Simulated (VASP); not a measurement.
Runs of VASP 6.6.1 on FeCo. The structure is that of space group Pm-3m (No. 221), or close to it. The cells are those of the table. 

```tsv
task	cell	k mesh	gap on the mesh (eV)	pressure (GPa)	moment (μB)
single point	a = 2.845 Å, 2 atoms	20 × 20 × 20	none	(a)	4.51
relaxation of cell and atoms	relaxed from a = 2.917 Å, 2 atoms	6 × 6 × 6	none	-0.1	(b)
single point	a = 2.917 Å, 2 atoms	6 × 6 × 6	none	-10.7	4.82
single point	a = 2.852 Å, 2 atoms	6 × 6 × 6	none	-0.6	4.71
```

Alike in all rows: level PBE; potentials or basis VASP PAW PBE potentials, release 64 (Fe, Co); spin collinear, ferromagnetic start; cutoff (eV) 600; smearing gaussian 0.1 eV.

**Question.** Estimate the missing entries.

**Answer.** (a) -0.5; (b) 4.70.

Caveats: some runs use coarse meshes; the cell stands under tension (at least some runs).

A gap of «none» marks levels without a gap at the run's occupations.
